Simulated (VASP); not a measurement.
A run of VASP 6.6.1:

Contents of INCAR:

```
ALGO = Normal
EDIFF = 1E-6
ENCUT = 500
GGA = PS
GGA_COMPAT = False
ISIF = 2
ISMEAR = 0
LASPH = True
LCHARG = True
LELF = True
LREAL = False
LVHAR = True
LWAVE = False
NBANDS = 12
NELM = 120
PREC = Accurate
SIGMA = 0.15
```

File KPOINTS:

```
k-points
0
Gamma
  20 20 20
```

POSCAR

```
Nb
1.0
    0.0000000000      2.1678750000      2.0621250000
    2.1678750000      0.0000000000      2.0621250000
    2.1678750000      2.1678750000      0.0000000000
Nb
1
Direct
    0.0000000000      0.0000000000      0.0000000000
```

Potentials or basis: VASP PAW PBE potentials, release 64 (Nb_sv).

The run is started by

```sh
$ cat potpaw_PBE.64/Nb_sv/POTCAR > POTCAR
$ mpirun -np 1 vasp_std > vasp.out
```

Hardware: 1 thread of Intel(R) Xeon(R) Platinum 8488C (Sapphire Rapids), on a shared host.

Q: How long does it take, and how much memory?

A: Run time: 68 s on 1 thread of Intel(R) Xeon(R) Platinum 8488C (Sapphire Rapids), on a shared host, peak memory 0.25 GiB. Counts: scf iterations 12, k points 641.
